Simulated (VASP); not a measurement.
Set up this calculation in VASP 6.6.1, as the native input.

* Task: relaxation of cell and atoms
* Functional: PBE
* Potentials or basis: VASP PAW PBE potentials, release 64 (Te)
* Cutoff: 600 eV
* k mesh: 6 × 6 × 6
* Occupations: gaussian, width 0.1 eV
* Spin: no spin polarisation
* Dipole correction: no
* Further INCAR settings: ALGO = Normal; EDIFF = 1e-06; IBRION = 2; EDIFFG = -0.01; NSW = 100; ISIF = 3

The structure of Te lies in POSCAR:

```
Te
1.0
    6.1516751730      0.0000000000      0.0000000000
    0.0000000000      6.1516751730      0.0000000000
    0.0000000000      0.0000000000      6.1516751730
Te
8
Direct
    0.5000000000      0.5000000000      0.5000000000
    0.0000000000      0.0000000000      0.0000000000
    0.2500000000      0.0000000000      0.5000000000
    0.5000000000      0.2500000000      0.0000000000
    0.5000000000      0.7500000000      0.0000000000
    0.7500000000      0.0000000000      0.5000000000
    0.0000000000      0.5000000000      0.7500000000
    0.0000000000      0.5000000000      0.2500000000
```

The input as run:

INCAR

```
ALGO     = Normal         # electronic algorithm
EDIFF    = 1E-6           # SCF threshold, eV
EDIFFG   = -0.01          # ionic threshold
ENCUT    = 600            # plane-wave cutoff, eV
GGA      = PE             # functional
IBRION   = 2              # ionic algorithm
ISIF     = 3              # what is computed and relaxed
ISMEAR   = 0              # smearing method
LASPH    = True           # aspherical terms in the spheres
LCHARG   = False          # write CHGCAR
LREAL    = False          # projectors in reciprocal space
LWAVE    = False          # write WAVECAR
NELM     = 80             # most SCF steps
NSW      = 100            # ionic steps
PREC     = Accurate       # precision mode
SIGMA    = 0.1            # smearing width, eV
```

KPOINTS

```
k-points
0
Gamma
  6 6 6
```

Potentials or basis: VASP PAW PBE potentials, release 64 (Te).

Command:

```sh
$ cat potpaw_PBE.64/Te/POTCAR > POTCAR
$ mpirun -np 1 vasp_std > vasp.out
```

It gave:

| Property | Result |
| --- | --- |
| Relaxed volume | 28.89 Å³/atom |
| Relaxed cell | a = 6.137 Å, b = 6.137 Å, c = 6.137 Å, α = 90.00°, β = 90.00°, γ = 90.00° |
| Space group after relaxing (to 0.1 Å) | Pm-3n (No. 223) |
| Energy gained by relaxing | 0.2 meV/atom |
| Ionic steps | 3 |
| Pressure after relaxing | 0.0 GPa |

Caveat: the highest band is partly filled, so the run has too few bands.

Wall time 2.8 min on 1 thread of Intel(R) Xeon(R) 6975P-C (Granite Rapids) (shared host), peak memory 0.42 GiB.
